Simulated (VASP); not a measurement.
A run of VASP 6.6.1 is set up as follows.

The input POSCAR:

```
HfO2
1.0
    3.5768243321      0.0000000000      0.0000000000
    0.0000000000      3.5768243321      0.0000000000
    0.0000000000      0.0000000000      5.2026739521
Hf O
2 4
Direct
    0.5000000000      0.5076287622      0.5000000000
    0.0000000000      0.0076287622      0.0000000000
    0.0000000000      0.4161267168      0.6961635346
    0.5000000000     -0.0838732832      0.8038364654
    0.5000000000     -0.0012346928      0.3038364654
    0.0000000000      0.4987653072      0.1961635346
```

The input INCAR.step1:

```
SYSTEM = HfO2
ALGO     = Normal         ! electronic algorithm
EDIFF    = 1E-4           ! SCF threshold, eV
ENCUT    = 520            ! plane-wave cutoff, eV
GGA      = PE             ! functional
ISMEAR   = 0              ! smearing method
LASPH    = .True.         ! aspherical terms in the spheres
LCHARG   = .False.        ! write CHGCAR
LREAL    = .False.        ! projectors in reciprocal space
LWAVE    = .True.         ! write WAVECAR
NBANDS   = 31             ! bands
NELM     = 60             ! most SCF steps
PREC     = Accurate       ! precision mode
SIGMA    = 0.05           ! smearing width, eV
```

INCAR.step2

```
SYSTEM = HfO2
ALGO     = Normal         ! electronic algorithm
EDIFF    = 1E-7           ! SCF threshold, eV
ENCUT    = 520            ! plane-wave cutoff, eV
ISIF     = 2              ! what is computed and relaxed
ISMEAR   = 0              ! smearing method
ISTART   = 1            
LASPH    = .True.         ! aspherical terms in the spheres
LCHARG   = .True.         ! write CHGCAR
LELF     = .True.         ! ELF
LMIXTAU  = .True.       
LREAL    = .False.        ! projectors in reciprocal space
LVHAR    = .True.       
LWAVE    = .False.        ! write WAVECAR
METAGGA  = R2SCAN         ! meta-GGA
NBANDS   = 31             ! bands
NELM     = 60             ! most SCF steps
PREC     = Accurate       ! precision mode
SIGMA    = 0.05           ! smearing width, eV
```

The input KPOINTS:

```
k-points
0
Gamma
  6 6 6
  0 0 0
```

Potentials or basis: VASP PAW PBE potentials, release 64 (Hf_pv, O).

The run is started by

```bash
$ cat potpaw_PBE.64/Hf_pv/POTCAR potpaw_PBE.64/O/POTCAR > POTCAR
$ cp INCAR.step1 INCAR
$ mpirun -np 1 vasp_std > vasp.out
$ cp INCAR.step2 INCAR
$ mpirun -np 1 vasp_std > vasp.out
```

(1) What does it give for the largest force?

(2) What does it give for the band gap on the k mesh?

Answers

(1) 0.694 eV/Å.

(2) 4.92 eV, indirect (least direct gap 5.17 eV).

Caveat: the cell differs from its parent crystal (mode 4 (59.8 1/cm) frozen in, largest displacement -0.300 Å); the PAW data sets were made with another functional, which shifts forces and pressure a little; spin-orbit coupling is left out, which moves the levels of the heavy elements.
